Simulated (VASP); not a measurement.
Tl2BiN3, 6 atoms in the cell. The structure is orthorhombic, space group Cmmm (No. 65). Conventional cell: a = 4.895 Å, b = 10.968 Å, c = 3.718 Å, α = 90.00°, β = 90.00°, γ = 90.00°. Within 3.0 Å of Tl (site symmetry m2m) lie 5 N at 2.26 to 2.48 Å. Within 3.2 Å of Bi (site symmetry mmm) lie 6 N at 2.44 to 2.45 Å. N (site symmetry m2m) has 3 Tl at 2.26 to 2.45 Å and 2 Bi at 2.44 Å within 3.0 Å. N (site symmetry mmm) has 2 Bi at 2.45 Å and 4 Tl at 2.48 Å within 3.2 Å. 

* Program: VASP 6.6.1
* Task: single point
* Functional: PBEsol
* Potentials or basis: VASP PAW PBE potentials, release 64 (Tl_d, Bi_d, N)
* Cutoff: 520 eV
* k mesh: 4 × 4 × 6
* Occupations: fermi-dirac, width 0.03 eV
* Spin: no spin polarisation
* Dipole correction: no
* Further INCAR settings: ALGO = Normal; EDIFF = 1e-06; NBANDS = 37

Potentials or basis: VASP PAW PBE potentials, release 64 (Tl_d, Bi_d, N).

Command:

```sh
$ cat potpaw_PBE.64/Tl_d/POTCAR potpaw_PBE.64/Bi_d/POTCAR potpaw_PBE.64/N/POTCAR > POTCAR
$ mpirun -np 1 vasp_std > vasp.out
```

Hardware: 1 thread of Intel(R) Xeon(R) 6975P-C (Granite Rapids), with other jobs on the host.

Question: Estimate the wall time of this run.

Answer: Run time: 73 s on 1 thread of Intel(R) Xeon(R) 6975P-C (Granite Rapids), on a shared host, peak memory 0.29 GiB. Counts: scf iterations 15, k points 28.
